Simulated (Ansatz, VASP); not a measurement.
**Two plane-wave programs on Sc**

```
Sc
1.0
     3.30880    0.00000    0.00000
    -1.65440    2.86550    0.00000
     0.00000    0.00000    5.26800
Sc
2
Direct
  0.33333 0.66667 0.25000
  0.69969 0.35751 0.76315
```

Alike in both runs: task electric field gradients; functional PBE; k mesh 13 × 13 × 7; occupations fermi-dirac, width 0.03 eV; no spin polarisation.

|  | VASP | Ansatz |
| --- | --- | --- |
| version | VASP 6.6.1 | Ansatz 0.2.0 |
| potentials or method | VASP PAW PBE potentials, release 64 (Sc_sv) | PAW with Ansatz's default frozen-core files, scalar-relativistic |
| plane-wave cutoff (eV) | 520 | 420 |
| valence electrons in the cell | 22 | 22 |

VASP gave:

| Quantity | Value |
| --- | --- |
| pressure (GPa) | -0.6 |
| traceless stress, the component that is largest in VASP (GPa) | -0.91 |
| rms of the force components (eV/Å) | 0.167 |
| size of Vzz on the site where it differs most (V/Å²) | 10.0 |

Problem. Which values does Ansatz return?

Solution. Pressure (GPa): -0.6; traceless stress, the component that is largest in VASP (GPa): -0.92; rms of the force components (eV/Å): 0.166; size of Vzz on the site where it differs most (V/Å²): 9.3.

Atom by atom the forces differ by 0.001 eV/Å (rms over components).
